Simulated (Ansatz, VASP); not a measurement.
## Two plane-wave programs on CdF2

```
Cd F
1.0
     0.00000    2.72039    2.78183
     2.72039    0.00000    2.78183
     2.72039    2.72039    0.00000
Cd F
1 2
Direct
  0.00000 0.00000 0.00000
  0.25000 0.25000 0.25000
  0.75000 0.75000 0.75000
```

Change from the starting cell: z stretched by +1.5 % at fixed volume, PAW files.

Alike in both runs: task electric field gradients; functional PBE; k mesh 11 × 11 × 11; occupations fermi-dirac, width 0.05 eV; no spin polarisation.

|  | VASP | Ansatz |
| --- | --- | --- |
| version | VASP 6.6.1 | Ansatz 0.2.0 |
| potentials or method | VASP PAW PBE potentials, release 64 (Cd, F) | PAW with Ansatz's default frozen-core files, scalar-relativistic |
| plane-wave cutoff (eV) | 520 | 420 |
| valence electrons in the cell | 26 | 34 |

Ansatz gave:

```
gap on the k mesh at the Fermi level (eV)                     : 2.91
pressure (GPa)                                                : 0.0
traceless stress, the component that is largest in VASP (GPa) : -1.57
size of Vzz on the site where it differs most (V/Å²)          : 5.7
```

Question: Estimate VASP's values.

Answer: gap on the k mesh at the Fermi level (eV): 2.88; pressure (GPa): 0.5; traceless stress, the component that is largest in VASP (GPa): -1.54; size of Vzz on the site where it differs most (V/Å²): 4.4.

VASP's potentials hold 26 valence electrons a cell and Ansatz's 34, so a difference there can come from the potentials and not from the codes.
